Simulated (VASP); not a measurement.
**BP: single point with PBEsol-based screened hybrid**

BP:

```
CELL_PARAMETERS angstrom
0.00000 2.25467 2.25467
2.25467 0.00000 2.25467
2.25467 2.25467 0.00000
ATOMIC_POSITIONS crystal
P 0.75000 0.75000 0.75000
B 0.00000 0.00000 0.00000
```

| Property | Result |
| --- | --- |
| Program | VASP 6.6.1 |
| Task | single point |
| Functional | PBEsol-based screened hybrid |
| Potentials or basis | VASP PAW PBE potentials, release 64 (P, B) |
| Cutoff | 520 eV |
| k mesh | 5 × 5 × 5 |
| Occupations | fermi-dirac, width 0.05 eV |
| Spin | no spin polarisation |
| Dipole correction | no |
| Grid for exact exchange (PRECFOCK) | Normal |
| Share of exact exchange | 0.25 |
| Further INCAR settings | ALGO = Normal; EDIFF = 1e-06; NBANDS = 11 |
| Screening parameter | 0.207 1/Å |

The pressure is -0.3 GPa. The band gap on the k mesh is 1.89 eV, indirect (least direct gap 4.35 eV).

Levels at points of the mesh, in eV from the valence-band top:
```
           k point  band 2  band 3  band 4  band 5  band 6  band 7
(0.00, 0.00, 0.00)    0.00    0.00    0.00    4.35    4.35    4.35
```

It used 280 s of CPU time on 1 thread of AMD EPYC 7R13 Processor (Zen 3), with other jobs on the host.

Caveat: the k points lie up to 0.48 Å⁻¹ apart; the PAW data sets were made with another functional, which shifts forces and pressure a little. A k mesh can miss the band edges.
